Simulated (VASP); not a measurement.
# BAs (F-43m) in VASP: notebook, part 2 of 2

VASP 6.6.1. The steps go on from the part before.

**3. Relaxation of cell and atoms, PBE+D4, target pressure 10 GPa, at which the enthalpy is minimised**

File INCAR:

```
PREC = Accurate ; ENCUT = 500
EDIFF = 1E-7 ; ISMEAR = 1
SIGMA = 0.01 ; LREAL = False
LASPH = True ; NELM = 120
ALGO = Normal ; ISIF = 3
LWAVE = False ; LCHARG = False
GGA = PE ; IVDW = 13
IBRION = 2 ; NSW = 80
EDIFFG = -0.01 ; PSTRESS = 100.0
GGA_COMPAT = False ; NELMIN = 4
```

File KPOINTS:

```
Automatic mesh
0
Gamma
  8 8 8
```

File POSCAR:

```
BAs
1.0
    0.0000000000      2.3885000000      2.3885000000
    2.3885000000      0.0000000000      2.3885000000
    2.3885000000      2.3885000000      0.0000000000
B As
1 1
Direct
    0.0000000000      0.0000000000      0.0000000000
    0.2500000000      0.2500000000      0.2500000000
```

Potentials or basis: VASP PAW PBE potentials, release 64 (B, As).

On the command line:

```sh
$ cat potpaw_PBE.64/B/POTCAR potpaw_PBE.64/As/POTCAR > POTCAR
$ mpirun -np 1 vasp_std > vasp.out
```

OUTCAR:

```text
PREC = Accurate
   ENCUT = 500
   EDIFF = 1E-7
   ISMEAR = 1
   LREAL = False
   LASPH = True
   NELM = 120
   ISIF = 3
   GGA = PE
   IVDW = 13
   IBRION = 2
   NSW = 80
   EDIFFG = -0.01
   PSTRESS = 100.0
   NELMIN = 4

 ion  position               nearest neighbor table
   1  0.000  0.000  0.000-   2 2.07   2 2.07   2 2.07   2 2.07
   2  0.250  0.250  0.250-   1 2.07   1 2.07   1 2.07   1 2.07

  LATTYP: Found a face centered cubic cell.
 ALAT       =     4.7770000000

  Lattice vectors:

 A1 = (   0.0000000000,   2.3885000000,   2.3885000000)
 A2 = (   2.3885000000,   0.0000000000,   2.3885000000)
 A3 = (   2.3885000000,   2.3885000000,   0.0000000000)

Analysis of symmetry for initial positions (statically):
=====================================================================
 Subroutine PRICEL returns:
 Original cell was already a primitive cell.

 Routine SETGRP: Setting up the symmetry group for a
 face centered cubic supercell.

 Subroutine GETGRP returns: Found 24 space group operations
 (whereof 24 operations were pure point group operations)
 out of a pool of 48 trial point group operations.

The static configuration has the point symmetry T_d .

Analysis of symmetry for dynamics (positions and initial velocities):
=====================================================================
 Subroutine PRICEL returns:
 Original cell was already a primitive cell.

 Routine SETGRP: Setting up the symmetry group for a
 face centered cubic supercell.

 Subroutine GETGRP returns: Found 24 space group operations
 (whereof 24 operations were pure point group operations)
 out of a pool of 48 trial point group operations.

The dynamic configuration has the point symmetry T_d .

 Subroutine INISYM returns: Found 24 space group operations
 (whereof 24 operations are pure point group operations),
 and found     1 'primitive' translations

----------------------------------------------------------------------------------------

                                     Primitive cell

  volume of cell :      27.2525

[... 95 lines left out ...]
   ISYM   =      2    0-nonsym 1-usesym 2-fastsym
   POTIM  = 0.5000    time-step for ionic-motion
   TEBEG  =    0.0;   TEEND  =   0.0 temperature during run
   PSTRESS=  100.0 pullay stress
   NELECT =       8.0000    total number of electrons
   NUPDOWN=      -1.0000    fix difference up-down
   EMIN   =  10.00;   EMAX   =-10.00  energy-range for DOS
   EFERMI =   0.00;   METHOD = LEGACY
   ISMEAR =     1;   SIGMA  =   0.01  broadening in eV -4-tet -1-fermi 0-gaus
   EFERMI_NEDOS =   21; number of points for ismear=-14 and -15
   IALGO  =     38    algorithm
   IMIX   =      4    mixing-type and parameters
     AMIX     =   0.40;   BMIX     =  1.00
     AMIX_MAG =   1.60;   BMIX_MAG =  1.00
  volume/ion in A,a.u.               =      13.63        91.95
  Fermi-wavevector in a.u.,A,eV,Ry     =   1.088018  2.056057 16.106360  1.183784
  Thomas-Fermi vector in A             =   2.224191
   LORBIT       =      0    0 simple, 1 ext, 2 COOP (PROOUT), +10 PAW based schemes
   GGA     = PE    functional components
   LHFCALC =     F    Hartree Fock is set to
   AEXX    =    0.0000 exact exchange contribution
   IVDW    =    13    specifies the selected vdW correction
   LEPSILON=     F    determine dielectric tensor
   LRPA    =     F    only Hartree local field effects (RPA)
 conjugate gradient relaxation of ions
 non-spin polarized calculation
 Methfessel and Paxton  Order N= 1 SIGMA  =   0.01
  energy-cutoff  :      500.00
  volume of cell :       27.25
 maximum number of plane-waves:       701
 NGX is ok and might be reduce to    28
   NGX = 13   NGY = 13   NGZ = 13

--------------------------------------- Ionic step        1  -------------------------------------------

 number of electron       8.0000000 magnetization

 Free energy of the ion-electron system (eV)
  ---------------------------------------------------
  ext. energy  EPLUGINS =         0.00000000
  ---------------------------------------------------
  free energy    TOTEN  =       -11.40395257 eV

  energy without entropy =      -11.40395257  energy(sigma->0) =      -11.40395257

------------------------ aborting loop because EDIFF is reached ----------------------------------------

  DFT-D4 for vdW energy calculation

  Edisp (eV):   -0.75132
[... 117 lines left out ...]
--------------------------------------- Ionic step        4  -------------------------------------------

 number of electron       8.0000000 magnetization

 Free energy of the ion-electron system (eV)
  ---------------------------------------------------
  ext. energy  EPLUGINS =         0.00000000
  ---------------------------------------------------
  free energy    TOTEN  =       -11.30092117 eV

  energy without entropy =      -11.30092117  energy(sigma->0) =      -11.30092117

 E-fermi :   6.9794     XC(G=0): -10.8893

 val. band max:        6.9223645257   @ k =   0.0000   0.0000   0.0000
 cond. band min:       8.0412252304   @ k =   0.3750   0.3750   0.0000
 fundamental gap:      1.1188607048
 Fermi energy:         6.9794180520

 k-point     1 :       0.0000    0.0000    0.0000
  band No.  band energies     occupation
      1      -9.1379      2.00000
      2       6.9224      2.00000
      3       6.9224      2.00000
      4       6.9224      2.00000
      5      10.2903      0.00000
      6      10.2903      0.00000
      7      10.2903      0.00000
      8      12.5158      0.00000
[... 243 lines left out ...]
 k-point    24 :      -0.3750    0.2500    0.1250
  band No.  band energies     occupation
      1      -5.3828      2.00000
      2      -1.8298      2.00000
      3       2.0956      2.00000
      4       3.6087      2.00000
      5      10.9876      0.00000
      6      11.8958      0.00000
      7      14.7754      0.00000
      8      16.3731      0.00000

 [... further k-points ...]

------------------------ aborting loop because EDIFF is reached ----------------------------------------

  DFT-D4 for vdW energy calculation

  Edisp (eV):   -0.80566
[... 29 lines left out ...]
  energy  without entropy=      -12.1065817783  energy(sigma->0) =      -12.10658178

  enthalpy is  TOTEN    =       -10.5205168111 eV   P V=        1.5860649672

 reached required accuracy - stopping structural energy minimisation
```

OSZICAR:

```text
N       E                     dE             d eps       ncg     rms          rms(c)
DAV:   1     0.143772445932E+02    0.14377E+02   -0.38610E+03   464   0.856E+02
DAV:   2    -0.116914440959E+02   -0.26069E+02   -0.24943E+02   736   0.108E+02
DAV:   3    -0.120435211120E+02   -0.35208E+00   -0.35208E+00   496   0.171E+01
DAV:   4    -0.120439607959E+02   -0.43968E-03   -0.43968E-03   720   0.677E-01
[... 32 lines left out ...]
       N       E                     dE             d eps       ncg     rms          rms(c)
DAV:   1    -0.113009362985E+02    0.32959E-02   -0.55305E-04   552   0.184E-01    0.238E-02
DAV:   2    -0.113009243863E+02    0.11912E-04   -0.19234E-05   504   0.280E-02    0.116E-02
DAV:   3    -0.113009211601E+02    0.32262E-05   -0.90219E-06   512   0.168E-02    0.398E-03
DAV:   4    -0.113009211687E+02   -0.85558E-08   -0.43873E-07   568   0.452E-03
   4 F= -.10520517E+02 E0= -.10520517E+02  d E =-.662060E-01
```

It took 29 s on 1 thread of Intel Xeon 6975P-C (Granite Rapids), shared host; peak memory 0.16 GiB.

What came out:

- Free energy: -12.1066 eV
- Relaxed volume: 12.71 Å³/atom
- Relaxed cell: a = 3.300 Å, b = 3.300 Å, c = 3.300 Å, α = 60.00°, β = 60.00°, γ = 60.00°
- Space group after relaxing (to 0.05 Å): F-43m (No. 216)
- Energy change on relaxing (the enthalpy is what falls): +24.3 meV/atom
- Ionic steps: 4
- Pressure after relaxing: 10.1 GPa
- Band gap on the k mesh: 1.12 eV, indirect (least direct gap 3.37 eV)
- Dispersion energy per atom: -0.403 eV

Step by step:
```tsv
step	energy change (eV)	largest force (eV/Å)	pressure (GPa)	volume (Å³)
1	0.0000	0.0000	-0.96	27.25
2	0.2242	0.0000	24.29	23.74
3	0.0465	0.0000	9.86	25.45
4	0.0487	0.0000	10.11	25.41
```

Final structure:
```
B As
1.0
     0.00000    2.33346    2.33346
     2.33346    0.00000    2.33346
     2.33346    2.33346    0.00000
B As
1 1
Direct
  0.00000 0.00000 0.00000
  0.25000 0.25000 0.25000
```

Caveat: the cell is relaxed towards a set pressure, so the enthalpy falls and the energy may rise.
